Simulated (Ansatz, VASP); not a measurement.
**YBPd3 in VASP and in Ansatz**

The input INCAR:

```
SYSTEM = YBPd3
PREC = Accurate ; ENCUT = 520
EDIFF = 1E-6 ; ISMEAR = -1
SIGMA = 0.15 ; LREAL = .False.
LASPH = .True. ; NELM = 100
ALGO = Normal ; ISIF = 2
LWAVE = .False. ; LCHARG = .False.
NBANDS = 30
```

Contents of KPOINTS:

```
regular mesh
0
Gamma
  6 6 6
  0 0 0
```

Contents of POSCAR:

```
YBPd3
1.0
    4.2367451853      0.0000000000      0.0000000000
    0.0000000000      4.2367451853      0.0000000000
    0.0000000000      0.0000000000      4.2367451853
Y B Pd
1 1 3
Direct
    0.0000000000      0.0000000000      0.0000000000
    0.5000000000      0.5000000000      0.5000000000
    0.0000000000      0.5000000000      0.5000000000
    0.5000000000      0.5000000000      0.0000000000
    0.5000000000      0.0000000000      0.5000000000
```

Input for Ansatz:

```yaml
crystal:
  lattice:
    - [4.236745185294717, 0.0, 0.0]
    - [0.0, 4.236745185294717, 0.0]
    - [0.0, 0.0, 4.236745185294717]
  atoms:
    - { symbol: "Y", position: [0.0, 0.0, 0.0] }
    - { symbol: B, position: [0.5, 0.5, 0.5] }
    - { symbol: Pd, position: [0.0, 0.5, 0.5] }
    - { symbol: Pd, position: [0.5, 0.5, 0.0] }
    - { symbol: Pd, position: [0.5, 0.0, 0.5] }
basis:
  ecutwfc: 500.0
kpoints:
  mp_grid:
    grid: [6, 6, 6]
hamiltonian:
  xc: lda
scf:
  convergence:
    dr2_threshold: 1.0e-10
  occupations:
    method: fermi_dirac
    width: 0.15
output:
  stress: true
```

Alike in both runs: task single point; functional LDA; k mesh 6 × 6 × 6; occupations fermi-dirac, width 0.15 eV; no spin polarisation.

|  | VASP | Ansatz |
| --- | --- | --- |
| version | VASP 6.6.1 | Ansatz 0.2.0 |
| potentials or method | VASP PAW LDA potentials, release 64 (Y_sv, B, Pd), cutoff 520 eV | plane waves, PAW |
| valence electrons in the cell | 44 | 68 |

Ansatz gave:

- pressure (GPa): -1.8

Task: Estimate VASP's values.

Result: Pressure (GPa): -1.4.

LDA's correlation is that of Perdew and Zunger in VASP and of Perdew and Wang (1992) in Ansatz. VASP's potentials hold 44 valence electrons a cell and Ansatz's 68, so a difference there can come from the potentials and not from the codes.
